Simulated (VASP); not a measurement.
## Mg32O33 (a cell with a defect): single point with PBEsol

The system is Mg32O33 (a cell with a defect).

```
O Mg
1.0
     8.42881    0.00000    0.00000
     0.00000    8.42881    0.00000
     0.00000    0.00000    8.42881
O Mg
33 32
Cartesian
  2.1068 8.4236 0.0042
  2.1068 8.4237 4.2186
  2.1068 4.2092 0.0042
  1.6997 3.8022 4.6332
  6.3212 8.4236 0.0042
  6.3212 8.4236 4.2186
  6.3212 4.2093 0.0042
  6.3212 4.2092 4.2186
  8.4211 2.0947 0.0244
  8.3580 2.0316 4.2270
  0.0017 6.3143 0.0042
  0.0124 6.3037 4.2186
  4.2119 2.1042 0.0042
  4.2013 2.1148 4.2186
  4.2213 6.3238 8.4128
  4.2844 6.3868 4.2102
  0.0015 8.4234 2.1135
  8.4211 8.4033 6.3328
  0.0117 4.2089 2.1234
  8.3580 4.1987 6.3961
  4.2213 0.0152 2.1044
  4.2121 8.4239 6.3236
  4.2843 4.2198 2.0411
  4.2019 4.2096 6.3138
  2.1065 2.1142 2.1234
  2.0963 2.0317 6.3961
  2.1174 6.3867 2.0411
  2.1071 6.3043 6.3138
  6.3210 2.1040 2.1135
  6.3009 2.0947 6.3328
  6.3415 6.3238 2.1044
  6.3214 6.3146 6.3236
  2.5137 4.6161 3.8042
  8.4213 8.4196 0.0079
  8.3971 8.4143 4.2240
  8.3965 4.2035 0.0134
  8.2928 4.1967 4.2301
  4.2211 8.4277 0.0005
  4.2454 0.0042 4.2132
  4.2459 4.2149 8.4238
  4.3496 4.2219 4.2069
  2.1011 2.0701 0.0134
  2.0942 1.9665 4.2301
  2.1125 6.3484 8.4238
  2.1195 6.4520 4.2069
  6.3172 2.0949 0.0079
  6.3118 2.0707 4.2240
  6.3253 6.3236 0.0005
  6.3306 6.3478 4.2132
  2.1124 0.0043 2.0806
  2.1012 8.4142 6.3566
  2.1171 4.2195 1.9721
  2.0966 4.1990 6.4651
  6.3249 8.4273 2.1045
  6.3175 8.4200 6.3326
  6.3307 4.2149 2.0806
  6.3117 4.2036 6.3566
  8.4223 2.0959 2.1311
  8.4190 2.0926 6.3350
  0.0199 6.3220 2.1061
  8.4229 6.2961 6.3311
  4.2196 2.1223 2.1061
  4.1937 2.0965 6.3311
  4.2235 6.3259 2.1021
  4.2202 6.3226 6.3061
```

* Program: VASP 6.6.1
* Task: single point
* Functional: PBEsol
* Potentials or basis: VASP PAW PBE potentials, release 64 (O, Mg)
* Cutoff: 520 eV
* k mesh: 1 × 1 × 1, shifted
* Occupations: fermi-dirac, width 0.05 eV
* Spin: no spin polarisation
* Dipole correction: no
* Further INCAR settings: LREAL = Auto; ALGO = Normal; EDIFF = 1e-06; NBANDS = 169; ISYM = -1

```
Pressure               : 3.3 GPa
Largest force          : 0.269 eV/Å
Band gap on the k mesh : 5.24 eV
```

Forces on the atoms (eV/Å):
```
O    0.000 -0.004  0.003
O    0.000 -0.005  0.003
O    0.000 -0.004  0.003
O   -0.154 -0.154  0.148
O    0.000 -0.004  0.003
O    0.000 -0.004  0.003
O    0.000 -0.004  0.003
O    0.000 -0.004  0.003
O   -0.001  0.001  0.003
O    0.000  0.001 -0.004
O    0.003 -0.006  0.002
O    0.000  0.001  0.000
O   -0.003 -0.002  0.004
O   -0.002  0.001  0.000
O    0.001  0.000 -0.009
O   -0.001 -0.001  0.003
O    0.002 -0.003  0.005
O    0.000 -0.001 -0.001
O    0.000  0.000  0.000
O   -0.001  0.005  0.001
O    0.002  0.009 -0.001
O   -0.003 -0.005  0.002
O    0.000 -0.003  0.000
O   -0.002 -0.001 -0.002
O    0.001  0.001  0.002
O    0.003  0.000 -0.001
O   -0.003  0.000 -0.001
O    0.000 -0.001  0.000
O    0.000 -0.001  0.007
O   -0.003  0.000  0.000
O    0.007  0.001  0.000
O    0.000 -0.006  0.002
O    0.157  0.157 -0.152
Mg   0.003  0.002 -0.001
Mg  -0.001  0.004 -0.001
Mg  -0.001  0.001 -0.005
Mg   0.009 -0.004  0.005
Mg  -0.001  0.001 -0.001
Mg  -0.001 -0.003  0.000
Mg  -0.001  0.001  0.004
Mg  -0.009  0.008 -0.008
Mg   0.000  0.000 -0.005
Mg  -0.006  0.011  0.005
Mg   0.000  0.000  0.003
Mg   0.006 -0.008 -0.007
Mg   0.001  0.004 -0.002
Mg   0.003  0.000 -0.001
Mg   0.000 -0.001 -0.001
Mg  -0.004  0.000  0.000
Mg  -0.001 -0.003  0.000
Mg   0.001  0.005  0.001
Mg   0.006  0.007  0.006
Mg  -0.005 -0.004 -0.010
Mg   0.000  0.001  0.001
Mg   0.000  0.001 -0.003
Mg  -0.005  0.000  0.000
Mg   0.004  0.002  0.000
Mg  -0.001  0.001 -0.003
Mg   0.005  0.006 -0.005
Mg  -0.001  0.003 -0.003
Mg  -0.001  0.003  0.000
Mg   0.002  0.001 -0.002
Mg   0.001  0.000  0.000
Mg  -0.003 -0.003  0.002
Mg   0.001  0.003  0.000
```

Stress tensor (GPa, compression positive):
```
 3.33  0.76 -1.06
 0.76  3.32 -1.06
-1.06 -1.06  3.35
```

Levels at points of the mesh, in eV from the valence-band top:
```tsv
k point	band 127	band 128	band 129	band 130	band 131	band 132	band 133	band 134	band 135	band 136
(0.25, 0.25, 0.25)	-0.74	-0.49	-0.49	-0.08	0.00	5.24	5.54	6.76	6.81	6.90
```

Wall time 3.9 min on 1 thread of AMD EPYC 7R13 Processor (Zen 3), on a shared host, peak memory 0.54 GiB.

Caveat: the PAW data sets were made with another functional, which shifts forces and pressure a little.
